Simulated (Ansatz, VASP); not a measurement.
One calculation of Al2InN3, two programs

Contents of INCAR:

```
PREC     = Accurate       # precision mode
ENCUT    = 520            # plane-wave cutoff, eV
EDIFF    = 1E-6           # SCF threshold, eV
ISMEAR   = 0              # smearing method
SIGMA    = 0.05           # smearing width, eV
LREAL    = False          # projectors in reciprocal space
LASPH    = True           # aspherical terms in the spheres
NELM     = 80             # most SCF steps
ALGO     = Normal         # electronic algorithm
ISIF     = 2              # what is computed and relaxed
LWAVE    = False          # write WAVECAR
LCHARG   = False          # write CHGCAR
GGA      = PE             # functional
NBANDS   = 46             # bands
```

Contents of KPOINTS:

```
Automatic mesh
0
Gamma
  6 6 6
```

POSCAR

```
Al2InN3
1.0
    5.0496542544     -2.6804716817      0.0000000000
    5.0496542544      2.6804716817      0.0000000000
    0.0000000000      0.0000000000      5.3911592465
Al In N
4 2 6
Direct
    0.0084427086      0.3348641725      0.9917411822
    0.6651358275      0.9915572914      0.9917411822
    0.9915572914      0.6651358275      0.4917411822
    0.3348641725      0.0084427086      0.4917411822
    0.3220722962      0.6779277038      0.9869930315
    0.6779277038      0.3220722962      0.4869930315
    0.0367610679      0.3336262977      0.3556963910
    0.6663737023      0.9632389321      0.3556963910
    0.9632389321      0.6663737023      0.8556963910
    0.3336262977      0.0367610679      0.8556963910
    0.2982358752      0.7017641248      0.4061317922
    0.7017641248      0.2982358752      0.9061317922
```

Input for Ansatz:

```yaml
crystal:
  lattice:
    - [5.0496542544, -2.6804716817, 0.0]
    - [5.0496542544, 2.6804716817, 0.0]
    - [0.0, 0.0, 5.3911592465]
  atoms:
    - { symbol: Al, position: [0.0084427086, 0.3348641725, 0.9917411822] }
    - { symbol: Al, position: [0.6651358275, 0.9915572914, 0.9917411822] }
    - { symbol: Al, position: [0.9915572914, 0.6651358275, 0.4917411822] }
    - { symbol: Al, position: [0.3348641725, 0.0084427086, 0.4917411822] }
    - { symbol: In, position: [0.3220722962, 0.6779277038, 0.9869930315] }
    - { symbol: In, position: [0.6779277038, 0.3220722962, 0.4869930315] }
    - { symbol: "N", position: [0.0367610679, 0.3336262977, 0.355696391] }
    - { symbol: "N", position: [0.6663737023, 0.9632389321, 0.355696391] }
    - { symbol: "N", position: [0.9632389321, 0.6663737023, 0.855696391] }
    - { symbol: "N", position: [0.3336262977, 0.0367610679, 0.855696391] }
    - { symbol: "N", position: [0.2982358752, 0.7017641248, 0.4061317922] }
    - { symbol: "N", position: [0.7017641248, 0.2982358752, 0.9061317922] }
basis:
  ecutwfc: 520.0
kpoints:
  mp_grid: { grid: [6, 6, 6] }
hamiltonian:
  xc: pbe
  pseudopotentials: { kind: paw, azcp: { folder: soft_1 } }
scf:
  occupations: { method: gaussian, width: 0.05 }
output:
  forces: true
  stress: true
  eigenvalues: true
```

Change from the starting cell: volume 12.162 Å^3 an atom, stretch along b over the lengths across it, relative to the relaxed cell 0.9230.

Alike in both runs: task single point; functional PBE; k mesh 6 × 6 × 6; occupations gaussian, width 0.05 eV; no spin polarisation.

|  | VASP | Ansatz |
| --- | --- | --- |
| version | VASP 6.6.1 | Ansatz 0.2.0 |
| potentials or method | VASP PAW PBE potentials, release 64 (Al, In_d, N), cutoff 520 eV | scalar-relativistic, plane waves, PAW |
| valence electrons in the cell | 68 | 68 |

VASP gave:

| Property | Result |
| --- | --- |
| gap on the k mesh at the Fermi level (eV) | 1.97 |
| least direct gap on the mesh (eV) | 1.97 |
| pressure (GPa) | 1.1 |
| traceless stress, the component that is largest in VASP (GPa) | 16.11 |
| rms of the force components (eV/Å) | 0.546 |

**Question.** Which values does Ansatz return?

**Answer.** gap on the k mesh at the Fermi level (eV): 1.98; least direct gap on the mesh (eV): 1.98; pressure (GPa): 1.1; traceless stress, the component that is largest in VASP (GPa): 16.03; rms of the force components (eV/Å): 0.544.

Atom by atom the forces differ by 0.009 eV/Å (rms over components).
